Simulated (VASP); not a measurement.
Si, 12 atoms in the cell. The typed cell holds 12 atoms: a = 5.470 Å, b = 3.868 Å, c = 11.693 Å, α = 87.63°, β = 83.28°, γ = 90.00°. 

```yaml
Program: VASP 6.6.1
Task: single point
Functional: PBE
Potentials_or_basis: VASP PAW PBE potentials, release 64 (Si)
Cutoff: 520 eV
k_mesh: 5 × 7 × 3
Occupations: gaussian, width 0.05 eV
Spin: no spin polarisation
Dipole_correction: no
Further_INCAR_settings: ALGO = Normal; EDIFF = 1e-06; NBANDS = 36
```

Potentials or basis: VASP PAW PBE potentials, release 64 (Si).

The run is started by

```sh
$ cat potpaw_PBE.64/Si/POTCAR > POTCAR
$ mpirun -np 1 vasp_std > vasp.out
```

Hardware: 1 thread of Intel Xeon 8259CL (shared host).

Problem. How long does it take, and how much memory?

Solution. Run time: 11 min on 1 thread of Intel Xeon 8259CL (shared host), peak memory 0.51 GiB. Counts: scf iterations 14, k points 53.
